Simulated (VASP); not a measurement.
Here is a VASP 6.6.1 calculation.

INCAR

```
SYSTEM = HCl
ALGO = Normal
EDIFF = 1E-6
ENCUT = 520
GGA = PE
ISIF = 2
ISMEAR = -1
IVDW = 12
LASPH = .True.
LCHARG = .False.
LREAL = Auto
LWAVE = .False.
NBANDS = 66
NELM = 60
PREC = Accurate
SIGMA = 0.02
```

Contents of KPOINTS:

```
k-points
0
Gamma
  1 1 1
  0 0 0
```

POSCAR

```
HCl
1.0
    8.4901850000      0.0000000000      0.0000000000
    0.0000000000      8.4901850000      0.0000000000
    0.0000000000      0.0000000000      8.4901850000
Cl H
12 12
Direct
    0.5355006987      0.9961267040      1.0105315726
    0.2784744973      0.5295408757      0.3469889054
    0.1397967182      0.2186878142      0.6575003960
    0.1713390226      0.0652282606      0.2705359188
    0.7201256510      0.6940955939      0.8537740933
    0.2106078961      0.7855659211      0.9706148924
    0.8684380847      0.2347534241      1.0132405831
    0.7386058137      0.4949008767      0.2752236848
    0.7400545453      0.1470403766      0.4892708463
    0.4176823002      0.3952210700      0.9710035765
   -0.0138984015      0.7138595920      0.5434863905
    0.4380352136      0.8817593492      0.5843453352
    0.4222640614      0.8940559010      0.9910149190
    0.2601003394      0.4257739967      0.2353187828
   -0.0101529001      0.2037882567      0.6174541544
    0.1637891283      0.1400793976      0.4049263944
    0.7756839221      0.5672432344      0.7862961761
    0.2449298808      0.8481911760      0.8380853892
    0.9681650046      0.2559661539      0.9041734662
    0.6168416825      0.5046533144      0.1887238028
    0.7386882618      0.2859066086      0.4287656865
    0.4891883981      0.2615019578      0.9945719675
    0.1071001397      0.6973699631      0.4507440062
    0.5339812972      0.8228324824      0.6932122209
```

Potentials or basis: VASP PAW PBE potentials, release 64 (Cl, H).

The run is started by

```sh
$ cat potpaw_PBE.64/Cl/POTCAR potpaw_PBE.64/H/POTCAR > POTCAR
$ mpirun -np 1 vasp_gam > vasp.out
```

Q: What does it give for the pressure?

A: 0.2 GPa.

Q: Estimate the largest force.

A: 0.814 eV/Å.

Forces in eV/Å, atoms in the order of the input:
```
Cl   0.590  0.158  0.056
Cl   0.311 -0.325 -0.239
Cl  -0.632  0.037  0.017
Cl   0.039  0.164  0.195
Cl   0.257 -0.417 -0.162
Cl  -0.265 -0.337  0.302
Cl  -0.379 -0.093  0.340
Cl   0.530  0.338  0.478
Cl   0.218 -0.393  0.380
Cl   0.063  0.032  0.022
Cl   0.078  0.181  0.024
Cl   0.299 -0.378  0.656
H   -0.196  0.063  0.248
H   -0.019  0.213  0.143
H    0.390 -0.057  0.012
H    0.058 -0.195 -0.193
H   -0.250  0.430  0.199
H   -0.071  0.116 -0.653
H    0.531  0.014 -0.527
H   -0.594 -0.079 -0.396
H   -0.090  0.400 -0.306
H   -0.185 -0.067 -0.066
H   -0.310 -0.026  0.102
H   -0.373  0.223 -0.631
```

Caveat: the k points lie up to 0.74 Å⁻¹ apart.
